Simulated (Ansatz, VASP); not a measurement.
Two plane-wave programs on Si2SnB3

```
CELL_PARAMETERS angstrom
3.40698 -4.14674 0.00000
3.40698 4.14674 0.00000
0.00000 0.00000 5.81419
ATOMIC_POSITIONS crystal
Si 0.50000 0.00000 0.25000
Si 0.50000 0.00000 0.75000
Si 0.00000 0.50000 0.25000
Si 0.00000 0.50000 0.75000
Sn 0.50000 0.50000 0.00000
Sn 0.50000 0.50000 0.50000
B 0.10564 0.89436 0.25000
B 0.10564 0.89436 0.75000
B 0.89436 0.10564 0.25000
B 0.89436 0.10564 0.75000
B 0.00000 0.00000 0.50000
B 0.00000 0.00000 0.00000
```

Alike in both runs: task single point; functional PBE; k mesh 4 × 4 × 4; occupations gaussian, width 0.2 eV; no spin polarisation.

|  | VASP | Ansatz |
| --- | --- | --- |
| version | VASP 6.6.1 | Ansatz 0.2.0 |
| potentials or method | VASP PAW PBE potentials, release 64 (Si, Sn_d, B), cutoff 520 eV | scalar-relativistic, plane waves, PAW |
| valence electrons in the cell | 62 | 62 |

```tsv
	VASP	Ansatz	Ansatz less VASP
gap on the k mesh at the Fermi level (eV)	none	none	-
pressure (GPa)	-0.2	-0.2	+0.02
traceless stress, the component that is largest in VASP (GPa)	-1.01	-1.01	-0.001
rms of the force components (eV/Å)	0.053	0.056	+0.0021
```

Atom by atom the forces differ by 0.002 eV/Å (rms over components). A gap of «none» marks a metal or a gap that the smearing closes.
